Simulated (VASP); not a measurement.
Here is a VASP 6.6.1 calculation.

Contents of INCAR:

```
SYSTEM = BaTiO3
ALGO = Normal
EDIFF = 1E-6
ENCUT = 520
GGA = PE
ISIF = 2
ISMEAR = -1
LASPH = .TRUE.
LCHARG = .FALSE.
LREAL = .FALSE.
LWAVE = .FALSE.
NBANDS = 28
NELM = 80
PREC = Accurate
SIGMA = 0.02
```

The input KPOINTS:

```
k-points
0
G
  8 8 8
  0 0 0
```

File POSCAR:

```
BaTiO3
1.0
    4.0060000000      0.0000000000      0.0000000000
    0.0000000000      4.0060000000      0.0000000000
    0.0000000000      0.0000000000      4.0861200000
Ba Ti O
1 1 3
Direct
    0.5000000000      0.5000000000      0.5000000000
    0.0000000000      0.0000000000      0.0000000000
    0.5000000000      0.0000000000      0.0000000000
    0.0000000000      0.5000000000      0.0000000000
    0.0000000000      0.0000000000      0.5000000000
```

Potentials or basis: VASP PAW PBE potentials, release 64 (Ba_sv, Ti_sv, O).

Launch:

```console
$ cat potpaw_PBE.64/Ba_sv/POTCAR potpaw_PBE.64/Ti_sv/POTCAR potpaw_PBE.64/O/POTCAR > POTCAR
$ mpirun -np 1 vasp_std > vasp.out
```

(1) What does it give for the pressure?

(2) Estimate the band gap on the k mesh.

Answers

(1) 0.2 GPa.

(2) 1.66 eV, indirect (least direct gap 1.85 eV).

Caveat: the cell differs from its parent crystal (z stretched by +2 %, then relaxed in part); spin-orbit coupling is left out, which moves the levels of the heavy elements.
